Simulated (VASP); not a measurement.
Crystal: C.

```
C
1.0
     1.23328   -2.13606    0.00000
     1.23328    2.13606    0.00000
     0.00000    0.00000    8.74568
C
4
Direct
  0.08333 0.91667 0.75002
  0.58333 0.41667 0.24998
  0.91667 0.08333 0.24998
  0.41667 0.58333 0.75002
```

| Quantity | Value |
| --- | --- |
| Program | VASP 6.6.1 |
| Task | relaxation of cell and atoms |
| Functional | LDA |
| Potentials or basis | VASP PAW LDA potentials, release 64 (C) |
| Cutoff | 600 eV |
| k mesh | 18 × 18 × 6 |
| Occupations | fermi-dirac, width 0.15 eV |
| Spin | no spin polarisation |

At the start: pressure -5.6 GPa; volume 11.52 Å³/atom.

Task: How do energy, volume and symmetry change on relaxing?

Result: Over 41 steps the energy falls by 26.2 meV/atom and the volume is 8.66 Å³/atom (-24.8 %); space group Fmmm (No. 69, to 0.1 Å) before and after.

The path:
| step | energy change (eV) | largest force (eV/Å) | pressure (GPa) | volume (Å³) |
| --- | --- | --- | --- | --- |
| 1 | 0.0000 | 0.0001 | -5.59 | 46.08 |
| 3 | -0.0192 | 0.0001 | -0.42 | 45.29 |
| 5 | -0.0192 | 0.0001 | -0.20 | 45.25 |
| 7 | -0.0219 | 0.0011 | -0.19 | 44.84 |
| 9 | -0.0344 | 0.0062 | -0.21 | 43.19 |
| 11 | -0.0960 | 0.0273 | 0.16 | 36.60 |
| 13 | -0.0996 | 0.0290 | 0.24 | 36.07 |
| 15 | -0.1045 | 0.0324 | 0.51 | 34.84 |
| 17 | -0.1047 | 0.0381 | -0.13 | 34.86 |
| 19 | -0.0859 | 0.7609 | -3.84 | 34.87 |
| 21 | -0.1047 | 0.0047 | -0.18 | 34.86 |
| 23 | -0.1048 | 0.0068 | -0.04 | 34.84 |
| 25 | -0.1048 | 0.0148 | 0.07 | 34.81 |
| 27 | -0.1048 | 0.0111 | 0.06 | 34.72 |
| 29 | -0.1049 | 0.0061 | 0.05 | 34.60 |
| 31 | -0.1049 | 0.0067 | 0.09 | 34.62 |
| 33 | -0.1049 | 0.0073 | 0.06 | 34.63 |
| 35 | -0.1049 | 0.0017 | 0.01 | 34.64 |
| 37 | -0.1049 | 0.0006 | 0.01 | 34.64 |
| 39 | -0.1049 | 0.0017 | -0.01 | 34.64 |
| 41 | -0.1049 | 0.0002 | 0.00 | 34.64 |

Final structure:
```
C
1.0
     1.22329   -2.11744    0.00000
     1.22329    2.11744    0.00000
     0.00000    0.00000    6.68660
C
4
Direct
  0.08331 0.91669 0.75002
  0.58331 0.41669 0.24998
  0.91669 0.08331 0.24998
  0.41669 0.58331 0.75002
```

Caveat: the volume moved by over 15 % at a fixed basis, so the end points are rough.
